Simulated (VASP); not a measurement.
Write the native input for VASP 6.6.1 that does the following.

* Task: single point
* Functional: PBE
* Potentials or basis: VASP PAW PBE potentials, release 64 (Co, O)
* Cutoff: 520 eV
* k mesh: 16 × 16 × 16
* Occupations: gaussian, width 0.1 eV
* Spin: collinear spin, ferromagnetic start
* Starting moments: [2.74, 0.35] μB
* Dipole correction: no
* Further INCAR settings: ALGO = Normal; EDIFF = 1e-07; NBANDS = 18

The structure of CoO lies in POSCAR:

```
CoO
1.0
    0.0000000000      2.1451891821      2.1451891821
    2.1451891821      0.0000000000      2.1451891821
    2.1451891821      2.1451891821      0.0000000000
Co O
1 1
Direct
    0.0000000000      0.0000000000      0.0000000000
    0.5000000000      0.5000000000      0.5000000000
```

One way to write it, as run:

INCAR

```
PREC = Accurate
ENCUT = 520
EDIFF = 1E-7
ISMEAR = 0
SIGMA = 0.1
LREAL = False
LASPH = True
NELM = 150
ALGO = Normal
ISIF = 2
LWAVE = False
LCHARG = True
ISPIN = 2
MAGMOM = 2.74 0.35
LORBIT = 11
LMAXMIX = 4
GGA = PE
LELF = True
LVHAR = True
NBANDS = 18
```

KPOINTS

```
regular mesh
0
Gamma
  16 16 16
```

Potentials or basis: VASP PAW PBE potentials, release 64 (Co, O).

Launch:

```console
$ cat potpaw_PBE.64/Co/POTCAR potpaw_PBE.64/O/POTCAR > POTCAR
$ mpirun -np 1 vasp_std > vasp.out
```

It gave:

| Property | Result |
| --- | --- |
| Pressure | -5.3 GPa |
| Band gap on the k mesh | zero (filled and empty bands overlap) |
| Net moment | 2.96 μB per cell |
| Site moments | Co +2.60; O +0.31 μB |
| Valence electrons inside the program's atomic spheres | Co 7.76; O 4.97 |

Caveat: the cell stands under tension; a cell with one magnetic atom can't hold antiferromagnetic order, which such compounds often take; semilocal functionals often make such compounds metallic where correlation or magnetic order opens a gap, which also shifts bond lengths.

It took 54 s on 1 thread of Intel(R) Xeon(R) Platinum 8559C (Emerald Rapids), on a shared host, peak memory 0.2 GiB.
